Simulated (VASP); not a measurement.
Runs of VASP 6.6.1 on CdSeS4. The structure is that of space group F-43m (No. 216), or close to it. The cells are those of the table. 

```csv
task,cell,k mesh,cutoff (eV),gap on the mesh (eV),pressure (GPa),relaxed volume (Å³/atom),largest force (eV/Å)
relaxation of cell and atoms,"relaxed from a = 5.560 Å, angles 60.0°, 6 atoms",8 × 8 × 8,600,none,0.0,19.32,0.01
single point,"a = 5.916 Å, angles 60.0°, 6 atoms",4 × 4 × 4,520,none,(a),-,0.07
single point,"a = 5.560 Å, angles 60.0°, 6 atoms",4 × 4 × 4,520,none,0.0,-,0.06
single point,"a = 5.465 Å, angles 60.0°, 6 atoms",8 × 8 × 8,520,none,0.0,-,0.04
relaxation of cell and atoms,"relaxed from a = 5.916 Å, angles 60.0°, 6 atoms",4 × 4 × 4,600,none,0.1,(b),0.02
```

Alike in all rows: level PBE; potentials or basis VASP PAW PBE potentials, release 64 (Cd, Se, S); no spin polarisation; smearing gaussian 0.1 eV.

Q: Fill in the values left out.

A: (a) -8.8; (b) 20.34.

Caveats: the volume moved by over 15 % at a fixed basis, so the end points are rough (some runs).

A k mesh can miss the band edges, and the runs leave out spin-orbit coupling on Cd, Se.

A gap of «none» marks levels without a gap at the run's occupations.
